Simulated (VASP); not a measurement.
Here is a VASP 6.6.1 calculation.

File POSCAR:

```
DyRh3C
1.0
    4.1478027700      0.0000000000      0.0000000000
    0.0000000000      4.1478027700      0.0000000000
    0.0000000000      0.0000000000      4.1478027700
Dy Rh C
1 3 1
Direct
    0.0000000000      0.0000000000      0.0000000000
    0.0000000000      0.5000000012      0.5000000012
    0.5000000012      0.5000000012      0.0000000000
    0.5000000012      0.0000000000      0.5000000012
    0.5000000012      0.5000000012      0.5000000012
```

INCAR.step1

```
SYSTEM = DyRh3C
PREC = Accurate ; ENCUT = 520
EDIFF = 1E-6 ; ISMEAR = -1
SIGMA = 0.1 ; LREAL = .False.
LASPH = .True. ; NELM = 150
ALGO = Normal ; ISIF = 2
LWAVE = .False. ; LCHARG = .True.
ISPIN = 2 ; MAGMOM = 5 0 0 0 0
LMAXMIX = 6 ; GGA = PS
NBANDS = 46
```

Contents of KPOINTS.step1:

```
regular mesh
0
Gamma
  5 5 5
  0 0 0
```

File INCAR.step2:

```
SYSTEM = DyRh3C
PREC = Accurate ; ENCUT = 520
EDIFF = 1E-6 ; ISMEAR = -5
SIGMA = 0.1 ; LREAL = .False.
LASPH = .True. ; NELM = 150
ALGO = Normal ; ISIF = 2
LWAVE = .False. ; LCHARG = .False.
ISPIN = 2 ; MAGMOM = 5 0 0 0 0
LORBIT = 10 ; LMAXMIX = 6
GGA = PS ; NBANDS = 46
NEDOS = 2001 ; ICHARG = 11
```

File KPOINTS.step2:

```
regular mesh
0
Gamma
  8 8 8
  0 0 0
```

Potentials or basis: VASP PAW PBE potentials, release 64 (Dy, Rh_pv, C).

Command:

```console
$ cat potpaw_PBE.64/Dy/POTCAR potpaw_PBE.64/Rh_pv/POTCAR potpaw_PBE.64/C/POTCAR > POTCAR
$ cp INCAR.step1 INCAR
$ cp KPOINTS.step1 KPOINTS
$ mpirun -np 1 vasp_std > vasp.out
$ cp INCAR.step2 INCAR
$ cp KPOINTS.step2 KPOINTS
$ mpirun -np 1 vasp_std > vasp.out
```

Q: What does it give for the site moments?

A: Dy +4.75; Rh +0.03; C -0.00 μB.

Q: What does it give for the net moment?

A: 4.89 μB per cell.

Caveat: the magnetic or orbital state may not be the lowest. The state reached can hang on the start; a lower one may exist.
